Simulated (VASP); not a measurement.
# Ag2O (Pn-3m) in VASP: a series of runs

Runs on Ag2O. Level: PBE. Tasks: single point, relaxation of cell and atoms.

All numbers are computed with VASP 6.6.1; they aren't measurements. Logs are shortened: lines on timing, memory, paths and dates and some standing lists are left out, and cuts for length are marked.

## Step 1: The cell of the first run

It takes space group Pn-3m (No. 224, cubic). The conventional cell has a = 4.812 Å, b = 4.812 Å, c = 4.812 Å, α = 90.00°, β = 90.00°, γ = 90.00°. Ag (site symmetry -3m) has 2 O at 2.08 Å within 2.8 Å. O (site symmetry -43m) has 4 Ag at 2.08 Å within 2.8 Å.

## Step 2: Single point, PBE

File INCAR:

```
PREC     = Accurate       # precision mode
ENCUT    = 600            # plane-wave cutoff, eV
EDIFF    = 1E-6           # SCF threshold, eV
ISMEAR   = 0              # smearing method
SIGMA    = 0.1            # smearing width, eV
LREAL    = F              # projectors in reciprocal space
LASPH    = T              # aspherical terms in the spheres
NELM     = 120            # most SCF steps
ALGO     = Normal         # electronic algorithm
ISIF     = 2              # what is computed and relaxed
LWAVE    = F              # write WAVECAR
LCHARG   = F              # write CHGCAR
GGA      = PE             # functional
NBANDS   = 37             # bands
GGA_COMPAT= F
```

File KPOINTS:

```
regular mesh
0
Gamma
  8 8 8
```

File POSCAR:

```
Ag2O
1.0
    4.8119826442      0.0000000000      0.0000000000
    0.0000000000      4.8119826442      0.0000000000
    0.0000000000      0.0000000000      4.8119826442
Ag O
4 2
Direct
    0.2500000000      0.2500000000      0.2500000000
    0.2500000000      0.7500000000      0.7500000000
    0.7500000000      0.7500000000      0.2500000000
    0.7500000000      0.2500000000      0.7500000000
    0.0000000000      0.0000000000      0.0000000000
    0.5000000000      0.5000000000      0.5000000000
```

Potentials or basis: VASP PAW PBE potentials, release 64 (Ag, O).

Started as:

```
cat potpaw_PBE.64/Ag/POTCAR potpaw_PBE.64/O/POTCAR > POTCAR
mpirun -np 1 vasp_std > vasp.out
```

OUTCAR:

```text
PREC = Accurate
   ENCUT = 600
   EDIFF = 1E-6
   ISMEAR = 0
   LREAL = F
   LASPH = T
   NELM = 120
   ISIF = 2
   GGA = PE

 ion  position               nearest neighbor table
   1  0.250  0.250  0.250-   5 2.08   6 2.08   4 3.40   2 3.40   3 3.40   2 3.40   4 3.40   2 3.40
                             3 3.40   2 3.40   3 3.40   4 3.40   4 3.40   3 3.40
   2  0.250  0.750  0.750-   5 2.08   6 2.08   4 3.40   1 3.40   3 3.40   1 3.40   3 3.40   1 3.40
                             4 3.40   1 3.40   3 3.40   4 3.40   3 3.40   4 3.40
   3  0.750  0.750  0.250-   5 2.08   6 2.08   4 3.40   1 3.40   2 3.40   2 3.40   4 3.40   1 3.40
                             4 3.40   4 3.40   1 3.40   2 3.40   2 3.40   1 3.40
   4  0.750  0.250  0.750-   5 2.08   6 2.08   3 3.40   1 3.40   2 3.40   1 3.40   3 3.40   2 3.40
                             3 3.40   3 3.40   1 3.40   2 3.40   1 3.40   2 3.40
   5  0.000  0.000  0.000-   1 2.08   2 2.08   3 2.08   4 2.08
   6  0.500  0.500  0.500-   1 2.08   2 2.08   3 2.08   4 2.08

  LATTYP: Found a simple cubic cell.
 ALAT       =     4.8119826442

  Lattice vectors:

 A1 = (   4.8119826442,   0.0000000000,   0.0000000000)
 A2 = (   0.0000000000,   4.8119826442,   0.0000000000)
 A3 = (   0.0000000000,   0.0000000000,   4.8119826442)

Analysis of symmetry for initial positions (statically):
=====================================================================
 Subroutine PRICEL returns:
 Original cell was already a primitive cell.

 Routine SETGRP: Setting up the symmetry group for a
 simple cubic supercell.

 Subroutine GETGRP returns: Found 48 space group operations
 (whereof 24 operations were pure point group operations)
 out of a pool of 48 trial point group operations.

The static configuration has the point symmetry T_d .
 The point group associated with its full space group is O_h .

Analysis of symmetry for dynamics (positions and initial velocities):
=====================================================================
 Subroutine PRICEL returns:
 Original cell was already a primitive cell.

 Routine SETGRP: Setting up the symmetry group for a
 simple cubic supercell.

 Subroutine GETGRP returns: Found 48 space group operations
 (whereof 24 operations were pure point group operations)
 out of a pool of 48 trial point group operations.

The dynamic configuration has the point symmetry T_d .
 The point group associated with its full space group is O_h .

 Subroutine INISYM returns: Found 48 space group operations
 (whereof 24 operations are pure point group operations),
 and found     1 'primitive' translations

----------------------------------------------------------------------------------------

                                     Primitive cell

  volume of cell :     111.4223

  direct lattice vectors                    reciprocal lattice vectors
     4.811982644  0.000000000  0.000000000     0.207814548  0.000000000  0.000000000
     0.000000000  4.811982644  0.000000000     0.000000000  0.207814548  0.000000000
     0.000000000  0.000000000  4.811982644     0.000000000  0.000000000  0.207814548

  length of vectors
     4.811982644  4.811982644  4.811982644     0.207814548  0.207814548  0.207814548

  position of ions in fractional coordinates (direct lattice)
     0.250000000  0.250000000  0.250000000
     0.250000000  0.750000000  0.750000000
     0.750000000  0.750000000  0.250000000
     0.750000000  0.250000000  0.750000000
     0.000000000  0.000000000  0.000000000
     0.500000000  0.500000000  0.500000000

  ion indices of the primitive-cell ions
   primitive index   ion index
                 1           1
                 2           2
                 3           3
                 4           4
                 5           5
                 6           6

----------------------------------------------------------------------------------------

 KPOINTS: regular mesh

Automatic generation of k-mesh.
 Grid dimensions read from file:
 generate k-points for:    8    8    8

 Generating k-lattice:

  Cartesian coordinates                     Fractional coordinates (reciprocal lattice)
     0.025976819  0.000000000  0.000000000     0.125000000  0.000000000  0.000000000
     0.000000000  0.025976819  0.000000000     0.000000000  0.125000000  0.000000000
     0.000000000  0.000000000  0.025976819     0.000000000  0.000000000  0.125000000

  Length of vectors
     0.025976819  0.025976819  0.025976819

  Shift w.r.t. Gamma in fractional coordinates (k-lattice)
     0.000000000  0.000000000  0.000000000

 Subroutine IBZKPT returns following result:
 ===========================================

 Found     35 irreducible k-points:

 Following reciprocal coordinates:
            Coordinates               Weight
  0.000000  0.000000  0.000000      1.000000
  0.125000  0.000000  0.000000      6.000000
  0.250000  0.000000  0.000000      6.000000
  0.375000  0.000000  0.000000      6.000000
  0.500000  0.000000  0.000000      3.000000
  0.125000  0.125000  0.000000     12.000000
[... 16 lines left out ...]
  0.375000  0.375000  0.125000     24.000000
  0.500000  0.375000  0.125000     24.000000
 [... further k-points ...]
   k-points           NKPTS =     35   k-points in BZ     NKDIM =     35   number of bands    NBANDS=     37
   number of dos      NEDOS =    301   number of ions     NIONS =      6
   total plane-waves  NPLWV =  64000
   dimension x,y,z NGX =    40 NGY =   40 NGZ =   40
   dimension x,y,z NGXF=    80 NGYF=   80 NGZF=   80
   ions per type =               4   2
   NGX,Y,Z   is equivalent  to a cutoff of  13.82, 13.82, 13.82 a.u.
   NGXF,Y,Z  is equivalent  to a cutoff of  27.64, 27.64, 27.64 a.u.
 SYSTEM =  unknown system
   PREC   = accura    normal or accurate (medium, high low for compatibility)
   ISTART =      0    job   : 0-new  1-cont  2-samecut
   ICHARG =      2    charge: 1-file 2-atom 10-const
   ISPIN  =      1    spin polarized calculation?
   LNONCOLLINEAR =      F non collinear calculations
   LSORBIT =      F    spin-orbit coupling
   LASPH  =      T    aspherical Exc in radial PAW
   ENCUT  =  600.0 eV  44.10 Ry    6.64 a.u.   9.61  9.61  9.61*2*pi/ulx,y,z
   NELM   =    120;   NELMIN=  2; NELMDL= -5     # of ELM steps
   EDIFF  = 0.1E-05   stopping-criterion for ELM
   LREAL  =      F    real-space projection
   EDIFFG = 0.1E-04   stopping-criterion for IOM
   NSW    =      0    number of steps for IOM
   IBRION =     -1    ionic relax: 0-MD 1-quasi-New 2-CG
   NFREE  =      0    steps in history (QN), initial steepest desc. (CG)
   ISIF   =      2    stress and relaxation
   ISYM   =      2    0-nonsym 1-usesym 2-fastsym
   POTIM  = 0.5000    time-step for ionic-motion
   TEBEG  =    0.0;   TEEND  =   0.0 temperature during run
   PSTRESS=    0.0 pullay stress
   NELECT =      56.0000    total number of electrons
   NUPDOWN=      -1.0000    fix difference up-down
   EMIN   =  10.00;   EMAX   =-10.00  energy-range for DOS
   EFERMI =   0.00;   METHOD = LEGACY
   ISMEAR =     0;   SIGMA  =   0.10  broadening in eV -4-tet -1-fermi 0-gaus
   EFERMI_NEDOS =   21; number of points for ismear=-14 and -15
   IALGO  =     38    algorithm
   IMIX   =      4    mixing-type and parameters
     AMIX     =   0.40;   BMIX     =  1.00
     AMIX_MAG =   1.60;   BMIX_MAG =  1.00
  volume/ion in A,a.u.               =      18.57       125.32
  Fermi-wavevector in a.u.,A,eV,Ry     =   1.301608  2.459682 23.050755  1.694183
  Thomas-Fermi vector in A             =   2.432730
   LORBIT       =      0    0 simple, 1 ext, 2 COOP (PROOUT), +10 PAW based schemes
   GGA     = PE    functional components
   LHFCALC =     F    Hartree Fock is set to
   AEXX    =    0.0000 exact exchange contribution
   IVDW    =     0    specifies the selected vdW correction
   LEPSILON=     F    determine dielectric tensor
   LRPA    =     F    only Hartree local field effects (RPA)
 non-spin polarized calculation
 Gauss-broadening in eV      SIGMA  =   0.10
  energy-cutoff  :      600.00
  volume of cell :      111.42
 maximum number of plane-waves:      3767
 NGX is ok and might be reduce to    40
   NGX = 19   NGY = 19   NGZ = 19

 number of electron      55.9999978 magnetization

 Free energy of the ion-electron system (eV)
  ---------------------------------------------------
  ext. energy  EPLUGINS =         0.00000000
  ---------------------------------------------------
  free energy    TOTEN  =       -21.46334948 eV

  energy without entropy =      -21.46217800  energy(sigma->0) =      -21.46276374

 E-fermi :   4.0487     XC(G=0): -10.2143

 val. band max:        3.9869809756   @ k =   0.0000   0.0000   0.0000
 cond. band min:       4.1345722952   @ k =   0.1250   0.0000   0.0000
 fundamental gap:      0.1475913196
 Fermi energy:         4.0487429509

 k-point     1 :       0.0000    0.0000    0.0000
  band No.  band energies     occupation
      1     -14.4126      2.00000
      2     -13.8309      2.00000
      3      -2.3553      2.00000
      4      -2.3553      2.00000
      5      -2.3553      2.00000
      6      -0.2698      2.00000
[... 29 lines left out ...]
     36      12.6170      0.00000
     37      12.6170      0.00000

 k-point     2 :       0.1250    0.0000    0.0000
  band No.  band energies     occupation
      1     -14.3914      2.00000
      2     -13.8541      2.00000
      3      -2.3062      2.00000
      4      -2.3062      2.00000
      5      -2.2872      2.00000
      6      -0.2043      2.00000
[... 29 lines left out ...]
     36      12.4186      0.00000
     37      12.4186      0.00000

 k-point     3 :       0.2500    0.0000    0.0000
  band No.  band energies     occupation
      1     -14.3307      2.00000
      2     -13.9196      2.00000
      3      -2.1676      2.00000
      4      -2.1676      2.00000
      5      -2.0877      2.00000
      6      -0.4260      2.00000
[... 29 lines left out ...]
     36      12.0238      0.00000
     37      12.0238      0.00000
[... 761 lines left out ...]
 k-point    23 :       0.3750    0.3750    0.1250
  band No.  band energies     occupation
      1     -14.2143      2.00000
      2     -14.0317      2.00000
      3      -2.0978      2.00000
      4      -1.9997      2.00000
      5      -1.5982      2.00000
      6      -1.0516      2.00000
[... 29 lines left out ...]
     36      12.9378      0.00000
     37      13.1752      0.00000

 k-point    24 :       0.5000    0.3750    0.1250
  band No.  band energies     occupation
      1     -14.2115      2.00000
      2     -14.0332      2.00000
      3      -2.0495      2.00000
      4      -2.0444      2.00000
      5      -1.6539      2.00000
      6      -0.9753      2.00000
[... 29 lines left out ...]
     36      12.5635      0.00000
     37      13.2546      0.00000

 [... further k-points ...]
[... 5 lines left out ...]
  --------------------------------------------------------------------------------------
  -------------------------------------------------------------------------------------
  Total       -0.0972408     -0.0972408     -0.0972408     -0.0000000      0.0000000     -0.0000000
  in kB       -1.3982570     -1.3982570     -1.3982570     -0.0000000      0.0000000     -0.0000000
  external PRESSURE =      -1.3982570 kB  Pullay stress =       0.0000000 kB

 VOLUME and BASIS-vectors are now :
 -----------------------------------------------------------------------------
  energy-cutoff  :      600.00
  volume of cell :      111.42
      direct lattice vectors                 reciprocal lattice vectors
     4.811982644  0.000000000  0.000000000     0.207814548  0.000000000  0.000000000
     0.000000000  4.811982644  0.000000000     0.000000000  0.207814548  0.000000000
     0.000000000  0.000000000  4.811982644     0.000000000  0.000000000  0.207814548

 POSITION                                       TOTAL-FORCE (eV/Angst)
 -----------------------------------------------------------------------------------
      1.20300      1.20300      1.20300        -0.000000      0.000000     -0.000000
      1.20300      3.60899      3.60899        -0.000000      0.000000     -0.000000
      3.60899      3.60899      1.20300         0.000000     -0.000000     -0.000000
      3.60899      1.20300      3.60899        -0.000000      0.000000      0.000000
      0.00000      0.00000      0.00000        -0.000000     -0.000000      0.000000
      2.40599      2.40599      2.40599         0.000000     -0.000000      0.000000
 -----------------------------------------------------------------------------------
    total drift:                                0.000000     -0.000000     -0.000000

  FREE ENERGIE OF THE ION-ELECTRON SYSTEM (eV)
  ---------------------------------------------------
  free  energy   TOTEN  =       -21.4633494843 eV

  energy  without entropy=      -21.4621780038  energy(sigma->0) =      -21.46276374
```

Run time: 1.7 min. Hardware: 1 thread of Intel Xeon Platinum 8559C (Emerald Rapids), shared host; peak memory 0.32 GiB.

Results:

| Item | Value |
| --- | --- |
| Free energy | -21.4633 eV |
| Pressure | -0.1 GPa |
| Band gap on the k mesh | zero (filled and empty bands touch) |

(Continued in part 2 of 2.)
